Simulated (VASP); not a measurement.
# Ta2Si (I-42m) in VASP: single point with r2SCAN

Aim: the single point of Ta2Si with r2SCAN.

All numbers are computed with VASP 6.6.1; they aren't measurements. Logs are shortened: lines on timing, memory, paths and dates and some standing lists are left out, and cuts for length are marked.

### 1 The cell of the first run

It takes space group I-42m (No. 121, tetragonal). The conventional cell has a = 6.168 Å, b = 6.168 Å, c = 5.049 Å, α = 90.00°, β = 90.00°, γ = 90.00°. Within 3.4 Å of Ta (site symmetry m) lie 4 Si at 2.51 to 2.77 Å and 9 Ta at 2.84 to 3.31 Å. Si (site symmetry 222) has 8 Ta at 2.51 to 2.77 Å and 2 Si at 2.52 Å within 3.3 Å.

### 2 Single point, r2SCAN (atoms displaced along a vibrational mode)

File POSCAR:

```
Ta2Si
1.0
   -3.0841136445      3.0841136445      2.5247022101
    3.0841136445     -3.0841136445      2.5247022101
    3.0841136445      3.0841136445     -2.5247022101
Ta Si
4 2
Direct
    0.7155708508      0.8884018074      0.5000000000
    0.7844291492      0.2844291492      0.1728309566
    0.3884018074      0.2155708508      0.5000000000
    0.1115981926      0.6115981926      0.8271690434
    0.2500000000      0.2500000000      0.0000000000
    0.7500000000      0.7500000000      0.0000000000
```

File INCAR.step1:

```
SYSTEM = Ta2Si
  ALGO = Normal
  EDIFF = 1E-4
  ENCUT = 520
  GGA = PE
  ISMEAR = 0
  LASPH = .TRUE.
  LCHARG = .FALSE.
  LREAL = .FALSE.
  LWAVE = .TRUE.
  NBANDS = 35
  NELM = 100
  PREC = Accurate
  SIGMA = 0.15
```

File INCAR.step2:

```
SYSTEM = Ta2Si
  ALGO = Normal
  EDIFF = 1E-6
  ENCUT = 520
  ISIF = 2
  ISMEAR = 0
  ISTART = 1
  LASPH = .TRUE.
  LCHARG = .FALSE.
  LMIXTAU = .TRUE.
  LREAL = .FALSE.
  LWAVE = .FALSE.
  METAGGA = R2SCAN
  NBANDS = 35
  NELM = 100
  PREC = Accurate
  SIGMA = 0.15
```

File KPOINTS:

```
k-points
0
G
  12 12 12
  0 0 0
```

Potentials or basis: VASP PAW PBE potentials, release 64 (Ta_pv, Si).

Command:

```
$ cat potpaw_PBE.64/Ta_pv/POTCAR potpaw_PBE.64/Si/POTCAR > POTCAR
$ cp INCAR.step1 INCAR
$ mpirun -np 1 vasp_std > vasp.out
$ cp INCAR.step2 INCAR
$ mpirun -np 1 vasp_std > vasp.out
```

OUTCAR:

```text
SYSTEM = Ta2Si
   EDIFF = 1E-6
   ENCUT = 520
   ISIF = 2
   ISMEAR = 0
   ISTART = 1
   LASPH = .TRUE.
   LREAL = .FALSE.
   METAGGA = R2SCAN
   NELM = 100
   PREC = Accurate

 ion  position               nearest neighbor table
   1  0.716  0.888  0.500-   5 2.51   6 2.51   6 2.77   5 2.77   2 2.84   4 2.84   3 2.85   3 2.94
                             3 2.94   2 3.31   4 3.31   2 3.31   4 3.31
   2  0.784  0.284  0.173-   6 2.51   5 2.51   5 2.77   6 2.77   1 2.84   3 2.84   4 2.85   4 2.94
                             4 2.94   3 3.31   1 3.31   1 3.31   3 3.31
   3  0.388  0.216  0.500-   6 2.51   5 2.51   5 2.77   6 2.77   2 2.84   4 2.84   1 2.85   1 2.94
                             1 2.94   2 3.31   4 3.31   2 3.31   4 3.31
   4  0.112  0.612  0.827-   5 2.51   6 2.51   6 2.77   5 2.77   1 2.84   3 2.84   2 2.85   2 2.94
                             2 2.94   1 3.31   3 3.31   3 3.31   1 3.31
   5  0.250  0.250  0.000-   2 2.51   3 2.51   4 2.51   1 2.51   6 2.52   6 2.52   3 2.77   4 2.77
                             2 2.77   1 2.77
   6  0.750  0.750  0.000-   2 2.51   1 2.51   4 2.51   3 2.51   5 2.52   5 2.52   1 2.77   3 2.77
                             4 2.77   2 2.77

  LATTYP: Found a body centered tetragonal cell.
 ALAT       =     6.1682272890
 C/A-ratio  =     0.8186151683

  Lattice vectors:

 A1 = (  -3.0841136445,   3.0841136445,   2.5247022101)
 A2 = (   3.0841136445,  -3.0841136445,   2.5247022101)
 A3 = (   3.0841136445,   3.0841136445,  -2.5247022101)

Analysis of symmetry for initial positions (statically):
=====================================================================
 Subroutine PRICEL returns:
 Original cell was already a primitive cell.

 Routine SETGRP: Setting up the symmetry group for a
 body centered tetragonal supercell.

 Subroutine GETGRP returns: Found  8 space group operations
 (whereof  4 operations were pure point group operations)
 out of a pool of 16 trial point group operations.

The static configuration has the point symmetry S_4 .
 The point group associated with its full space group is D_2d.

Analysis of symmetry for dynamics (positions and initial velocities):
=====================================================================
 Subroutine PRICEL returns:
 Original cell was already a primitive cell.

 Routine SETGRP: Setting up the symmetry group for a
 body centered tetragonal supercell.

 Subroutine GETGRP returns: Found  8 space group operations
 (whereof  4 operations were pure point group operations)
 out of a pool of 16 trial point group operations.

The dynamic configuration has the point symmetry S_4 .
 The point group associated with its full space group is D_2d.

 Subroutine INISYM returns: Found  8 space group operations
 (whereof  4 operations are pure point group operations),
 and found     1 'primitive' translations

----------------------------------------------------------------------------------------

                                     Primitive cell

  volume of cell :      96.0574

  direct lattice vectors                    reciprocal lattice vectors
    -3.084113644  3.084113644  2.524702210     0.000000000  0.162121134  0.198043159
     3.084113644 -3.084113644  2.524702210     0.162121134  0.000000000  0.198043159
     3.084113644  3.084113644 -2.524702210     0.162121134  0.162121134  0.000000000

  length of vectors
     5.039606651  5.039606651  5.039606651     0.255938185  0.255938185  0.229273906

  position of ions in fractional coordinates (direct lattice)
     0.715570851  0.888401807  0.500000000
     0.784429149  0.284429149  0.172830957
     0.388401807  0.215570851  0.500000000
     0.111598193  0.611598193  0.827169043
     0.250000000  0.250000000  0.000000000
     0.750000000  0.750000000  0.000000000

  ion indices of the primitive-cell ions
   primitive index   ion index
                 1           1
                 2           2
                 3           3
                 4           4
                 5           5
                 6           6

----------------------------------------------------------------------------------------

 KPOINTS: k-points

Automatic generation of k-mesh.
 Grid dimensions read from file:
 generate k-points for:   12   12   12

 Generating k-lattice:

  Cartesian coordinates                     Fractional coordinates (reciprocal lattice)
     0.000000000  0.013510094  0.016503597     0.083333333  0.000000000 -0.000000000
     0.013510094  0.000000000  0.016503597     0.000000000  0.083333333 -0.000000000
     0.013510094  0.013510094  0.000000000     0.000000000  0.000000000  0.083333333

  Length of vectors
     0.021328182  0.021328182  0.019106159

  Shift w.r.t. Gamma in fractional coordinates (k-lattice)
     0.000000000  0.000000000  0.000000000

 Subroutine IBZKPT returns following result:
 ===========================================

 Found    163 irreducible k-points:

 Following reciprocal coordinates:
            Coordinates               Weight
  0.000000  0.000000  0.000000      1.000000
  0.083333  0.000000 -0.000000      8.000000
  0.166667  0.000000 -0.000000      8.000000
  0.250000 -0.000000  0.000000      8.000000
  0.333333  0.000000 -0.000000      8.000000
  0.416667 -0.000000  0.000000      8.000000
[... 16 lines left out ...]
  0.500000  0.166667  0.000000     16.000000
 -0.416667  0.166667 -0.000000     16.000000
 [... further k-points ...]
   k-points           NKPTS =    163   k-points in BZ     NKDIM =    163   number of bands    NBANDS=     35
   number of dos      NEDOS =    301   number of ions     NIONS =      6
   total plane-waves  NPLWV =  64000
   dimension x,y,z NGX =    40 NGY =   40 NGZ =   40
   dimension x,y,z NGXF=    80 NGYF=   80 NGZF=   80
   ions per type =               4   2
   NGX,Y,Z   is equivalent  to a cutoff of  13.20, 13.20, 13.20 a.u.
   NGXF,Y,Z  is equivalent  to a cutoff of  26.39, 26.39, 26.39 a.u.
 SYSTEM =  Ta2Si
   PREC   = accura    normal or accurate (medium, high low for compatibility)
   ISTART =      1    job   : 0-new  1-cont  2-samecut
   ICHARG =      0    charge: 1-file 2-atom 10-const
   ISPIN  =      1    spin polarized calculation?
   LNONCOLLINEAR =      F non collinear calculations
   LSORBIT =      F    spin-orbit coupling
   LASPH  =      T    aspherical Exc in radial PAW
   ENCUT  =  520.0 eV  38.22 Ry    6.18 a.u.   9.37  9.37  9.37*2*pi/ulx,y,z
   NELM   =    100;   NELMIN=  2; NELMDL=  0     # of ELM steps
   EDIFF  = 0.1E-05   stopping-criterion for ELM
   LREAL  =      F    real-space projection
   EDIFFG = 0.1E-04   stopping-criterion for IOM
   NSW    =      0    number of steps for IOM
   IBRION =     -1    ionic relax: 0-MD 1-quasi-New 2-CG
   NFREE  =      0    steps in history (QN), initial steepest desc. (CG)
   ISIF   =      2    stress and relaxation
   ISYM   =      2    0-nonsym 1-usesym 2-fastsym
   POTIM  = 0.5000    time-step for ionic-motion
   TEBEG  =    0.0;   TEEND  =   0.0 temperature during run
   PSTRESS=    0.0 pullay stress
   NELECT =      52.0000    total number of electrons
   NUPDOWN=      -1.0000    fix difference up-down
   EMIN   =  10.00;   EMAX   =-10.00  energy-range for DOS
   EFERMI =   0.00;   METHOD = LEGACY
   ISMEAR =     0;   SIGMA  =   0.15  broadening in eV -4-tet -1-fermi 0-gaus
   EFERMI_NEDOS =   21; number of points for ismear=-14 and -15
   IALGO  =     38    algorithm
   IMIX   =      4    mixing-type and parameters
     AMIX     =   0.40;   BMIX     =  1.00
     AMIX_MAG =   1.60;   BMIX_MAG =  1.00
  volume/ion in A,a.u.               =      16.01       108.04
  Fermi-wavevector in a.u.,A,eV,Ry     =   1.334235  2.521338 24.220859  1.780183
  Thomas-Fermi vector in A             =   2.463032
   LORBIT       =      0    0 simple, 1 ext, 2 COOP (PROOUT), +10 PAW based schemes
   METAGGA = R2SCAN    functional components
   LHFCALC =     F    Hartree Fock is set to
   AEXX    =    0.0000 exact exchange contribution
   IVDW    =     0    specifies the selected vdW correction
   LEPSILON=     F    determine dielectric tensor
   LRPA    =     F    only Hartree local field effects (RPA)
 non-spin polarized calculation
 Gauss-broadening in eV      SIGMA  =   0.15
  energy-cutoff  :      520.00
  volume of cell :       96.06
 maximum number of plane-waves:      2618
 NGX is ok and might be reduce to    40
   NGX = 19   NGY = 19   NGZ = 19

 number of electron      51.9999999 magnetization

 Free energy of the ion-electron system (eV)
  ---------------------------------------------------
  ext. energy  EPLUGINS =         0.00000000
  ---------------------------------------------------
  free energy    TOTEN  =      -213.24495980 eV

  energy without entropy =     -213.19116667  energy(sigma->0) =     -213.21806323

 E-fermi :   7.4313     XC(G=0): -13.4434

 val. band max:        7.4302874501   @ k =   0.1667   0.1667   0.1667
 cond. band min:       7.4332509576   @ k =  -0.2500  -0.4167   0.1667
 fundamental gap:      0.0029635075
 Fermi energy:         7.4312754744

 k-point     1 :       0.0000    0.0000    0.0000
  band No.  band energies     occupation
      1     -28.3619      2.00000
      2     -28.3619      2.00000
      3     -28.3172      2.00000
      4     -28.1933      2.00000
      5     -28.0801      2.00000
      6     -28.0246      2.00000
[... 27 lines left out ...]
     34      12.6032      0.00000
     35      13.0196      0.00000

 k-point     2 :       0.0833    0.0000   -0.0000
  band No.  band energies     occupation
      1     -28.3809      2.00000
      2     -28.3591      2.00000
      3     -28.3160      2.00000
      4     -28.1776      2.00000
      5     -28.0972      2.00000
      6     -28.0227      2.00000
[... 27 lines left out ...]
     34      12.3340      0.00000
     35      12.8404      0.00000

 k-point     3 :       0.1667    0.0000   -0.0000
  band No.  band energies     occupation
      1     -28.4142      2.00000
      2     -28.3525      2.00000
      3     -28.3205      2.00000
      4     -28.1458      2.00000
      5     -28.1233      2.00000
      6     -28.0233      2.00000
[... 27 lines left out ...]
     34      11.9309      0.00000
     35      12.5520      0.00000

 k-point     4 :       0.2500   -0.0000    0.0000
  band No.  band energies     occupation
      1     -28.4440      2.00000
      2     -28.3493      2.00000
      3     -28.3190      2.00000
      4     -28.1624      2.00000
      5     -28.0965      2.00000
      6     -28.0228      2.00000
[... 27 lines left out ...]
     34      11.6906      0.00000
     35      12.0785      0.00000

 k-point     5 :       0.3333    0.0000   -0.0000
  band No.  band energies     occupation
      1     -28.4654      2.00000
      2     -28.3545      2.00000
      3     -28.2998      2.00000
      4     -28.1850      2.00000
      5     -28.0701      2.00000
      6     -28.0191      2.00000
[... 638 lines left out ...]
 k-point    22 :       0.4167    0.1667    0.0000
  band No.  band energies     occupation
      1     -28.4815      2.00000
      2     -28.3306      2.00000
      3     -28.2771      2.00000
      4     -28.2003      2.00000
      5     -28.1147      2.00000
      6     -28.0107      2.00000
[... 27 lines left out ...]
     34      11.1376      0.00000
     35      11.7858      0.00000

 k-point    23 :       0.5000    0.1667    0.0000
  band No.  band energies     occupation
      1     -28.4783      2.00000
      2     -28.3263      2.00000
      3     -28.2829      2.00000
      4     -28.2029      2.00000
      5     -28.0977      2.00000
      6     -28.0269      2.00000
[... 27 lines left out ...]
     34      11.3270      0.00000
     35      11.7148      0.00000

 k-point    24 :      -0.4167    0.1667   -0.0000
  band No.  band energies     occupation
      1     -28.4695      2.00000
      2     -28.3289      2.00000
      3     -28.2871      2.00000
      4     -28.1930      2.00000
      5     -28.0907      2.00000
      6     -28.0437      2.00000
[... 27 lines left out ...]
     34      11.4733      0.00000
     35      11.8417      0.00000

 [... further k-points ...]

------------------------ aborting loop because EDIFF is reached ----------------------------------------

  FORCE on cell =-STRESS in cart. coord.  units (eV):
  Direction    XX          YY          ZZ          XY          YZ          ZX
  --------------------------------------------------------------------------------------
  -------------------------------------------------------------------------------------
  Total        6.7129835      6.7129835      4.3436596      0.0000000      0.0000000      0.0000000
  in kB      111.9683461    111.9683461     72.4495127      0.0000000      0.0000000      0.0000000
  external PRESSURE =      98.7954016 kB  Pullay stress =       0.0000000 kB

 VOLUME and BASIS-vectors are now :
 -----------------------------------------------------------------------------
  energy-cutoff  :      520.00
  volume of cell :       96.06
      direct lattice vectors                 reciprocal lattice vectors
    -3.084113644  3.084113644  2.524702210     0.000000000  0.162121134  0.198043159
     3.084113644 -3.084113644  2.524702210     0.162121134  0.000000000  0.198043159
     3.084113644  3.084113644 -2.524702210     0.162121134  0.162121134  0.000000000

 POSITION                                       TOTAL-FORCE (eV/Angst)
 -----------------------------------------------------------------------------------
      2.07509      1.00903      2.78720        -0.056303      0.056303     -3.979455
     -1.00903      2.07509      2.26220        -0.056303     -0.056303      3.979455
      1.00903      2.07509      0.26250         0.056303     -0.056303     -3.979455
      4.09314      1.00903     -0.26250         0.056303      0.056303      3.979455
      0.00000      0.00000      1.26235         0.000000      0.000000     -0.000000
      0.00000      0.00000      3.78705         0.000000      0.000000     -0.000000
 -----------------------------------------------------------------------------------
    total drift:                               -0.000001     -0.000001     -0.000002

  FREE ENERGIE OF THE ION-ELECTRON SYSTEM (eV)
  ---------------------------------------------------
  free  energy   TOTEN  =      -213.2449598012 eV

  energy  without entropy=     -213.1911666668  energy(sigma->0) =     -213.21806323
```

Run time: 14 min. Hardware: 1 thread of Intel Xeon 6975P-C (Granite Rapids), shared host; peak memory 0.56 GiB.

Results:

| Property | Result |
| --- | --- |
| Free energy | -213.2450 eV |
| Pressure | 9.9 GPa |
| Largest force | 3.980 eV/Å |
| Band gap on the k mesh | zero (bands 26 and 27 overlap by 0.72 eV) |

Forces on the atoms (eV/Å):
```
Ta  -0.056  0.056 -3.979
Ta  -0.056 -0.056  3.979
Ta   0.056 -0.056 -3.979
Ta   0.056  0.056  3.979
Si   0.000  0.000  0.000
Si   0.000  0.000  0.000
```

Caveat: the cell differs from its parent crystal (atoms displaced along a vibrational mode); the cell stands under pressure; the PAW data sets were made with another functional, which shifts forces and pressure a little; spin-orbit coupling is left out, which moves the levels of the heavy elements.
